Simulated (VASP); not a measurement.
Set up this calculation in VASP 6.6.1, as the native input.

| Item | Value |
| --- | --- |
| Task | relaxation of cell and atoms |
| Functional | PBEsol |
| Potentials or basis | VASP PAW PBE potentials, release 64 (La, H) |
| Cutoff | 600 eV |
| k mesh | 12 × 12 × 12 |
| Occupations | methfessel-paxton, width 0.025 eV |
| Spin | collinear spin |
| Starting moments | [0.5, -2.0, 2.0, -1.0] μB |
| Dipole correction | no |
| Further INCAR settings | ALGO = Normal; EDIFF = 1e-06; IBRION = 2; EDIFFG = -0.002; NSW = 100; ISIF = 3 |

The structure of LaH3 lies in POSCAR:

```
LaH3
1.0
    0.0000000000      2.7864794500      2.7864794500
    2.7864794500      0.0000000000      2.7864794500
    2.7864794500      2.7864794500      0.0000000000
La H
1 3
Direct
    0.0000000000      0.0000000000      0.0000000000
    0.5000000000      0.5000000000      0.5000000000
    0.7500000000      0.7500000000      0.7500000000
    0.2500000000      0.2500000000      0.2500000000
```

One way to write it, as run:

INCAR

```
ALGO = Normal
EDIFF = 1E-6
EDIFFG = -0.002
ENCUT = 600
GGA = PS
IBRION = 2
ISIF = 3
ISMEAR = 1
ISPIN = 2
LASPH = T
LCHARG = F
LMAXMIX = 6
LORBIT = 11
LREAL = F
LWAVE = F
MAGMOM = 0.5 -2 2 -1
NELM = 150
NSW = 100
PREC = Accurate
SIGMA = 0.025
```

KPOINTS

```
k-points
0
Gamma
  12 12 12
```

Potentials or basis: VASP PAW PBE potentials, release 64 (La, H).

Launch:

```sh
$ cat potpaw_PBE.64/La/POTCAR potpaw_PBE.64/H/POTCAR > POTCAR
$ mpirun -np 1 vasp_std > vasp.out
```

It gave:

The relaxed volume is 10.39 Å³/atom. The relaxed cell is a = 3.888 Å, b = 3.888 Å, c = 3.888 Å, α = 60.00°, β = 60.00°, γ = 60.00°. The space group after relaxing (to 0.1 Å) is Fm-3m (No. 225) and the energy gained by relaxing is 4.3 meV/atom. The ionic steps are 15. The pressure after relaxing is 0.0 GPa and the band gap on the k mesh is zero (filled and empty bands overlap). The net moment is 0.00 μB per cell and the valence electrons inside the program's atomic spheres are La 8.53; H 0.48, 0.55 (each value once).

Caveat: the PAW data sets were made with another functional, which shifts forces and pressure a little; spin-orbit coupling is left out, which moves the levels of the heavy elements.

Run time: 16 min on 1 thread of Oxide Virtual Turin-like Processor, with other jobs on the host, peak memory 0.25 GiB.
